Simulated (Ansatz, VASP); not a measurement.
## One calculation of Sc, two programs

```
CELL_PARAMETERS angstrom
4.44085 -2.55651 0.00239
4.44085 2.55651 0.00239
-0.00354 0.00000 6.46414
ATOMIC_POSITIONS crystal
Sc 0.33342 0.33342 0.49999
Sc 0.33342 0.33342 0.99999
Sc 0.00000 0.00000 0.25000
Sc 0.00000 0.00000 0.75000
Sc 0.66658 0.66658 0.00001
Sc 0.66658 0.66658 0.50001
```

Alike in both runs: task single point; functional PBE; k mesh 8 × 8 × 6; occupations gaussian, width 0.1 eV; no spin polarisation.

```csv
,VASP,Ansatz
version,VASP 6.6.1,Ansatz 0.2.0
potentials or method,"VASP PAW PBE potentials, release 64 (Sc_sv), cutoff 520 eV","scalar-relativistic, plane waves, PAW"
valence electrons in the cell,66,66
```

Ansatz gave:

- gap on the k mesh at the Fermi level (eV): none
- pressure (GPa): 0.0
- traceless stress, the component that is largest in VASP (GPa): -0.07

What did VASP give for the same quantities?

gap on the k mesh at the Fermi level (eV): none; pressure (GPa): 0.1; traceless stress, the component that is largest in VASP (GPa): -0.07.

A gap of «none» marks a metal or a gap that the smearing closes.
